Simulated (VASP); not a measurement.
## I: single point with LDA

Crystal: I.

```xyz
2
Lattice="0.0000 3.3514 3.3514 3.3514 0.0000 3.3514 3.3514 3.3514 0.0000" Properties=species:S:1:pos:R:3 pbc="T T T"
I    -0.8379   -0.8379   -0.8379
I     0.8379    0.8379    0.8379
```

```
Program                : VASP 6.6.1
Task                   : single point
Functional             : LDA
Potentials or basis    : VASP PAW LDA potentials, release 64 (I)
Cutoff                 : 520 eV
k mesh                 : 11 × 11 × 11
Occupations            : fermi-dirac, width 0.08 eV
Spin                   : no spin polarisation
Dipole correction      : no
Further INCAR settings : ALGO = Normal; EDIFF = 1e-07; NBANDS = 14
```

```json
{
 "Pressure": "12.9 GPa",
 "Band gap on the k mesh": "zero (bands 7 and 8 overlap by 2.87 eV)"
}
```

Levels at points of the mesh, in eV from the Fermi level:
```csv
k point,band 3,band 4,band 5,band 6,band 7,band 8,band 9,band 10,band 11,band 12
"(0.00, 0.00, 0.00)",-4.68,-4.68,-4.68,-1.95,-1.95,-1.95,3.17,5.65,5.65,7.36
```

Wall time 27 s on 1 thread of Intel(R) Xeon(R) Platinum 8124M CPU @ 3.00GHz (Skylake/Cascade Lake), with other jobs on the host, peak memory 0.2 GiB.

Caveat: the cell stands under pressure; spin-orbit coupling is left out, which moves the levels of the heavy elements.
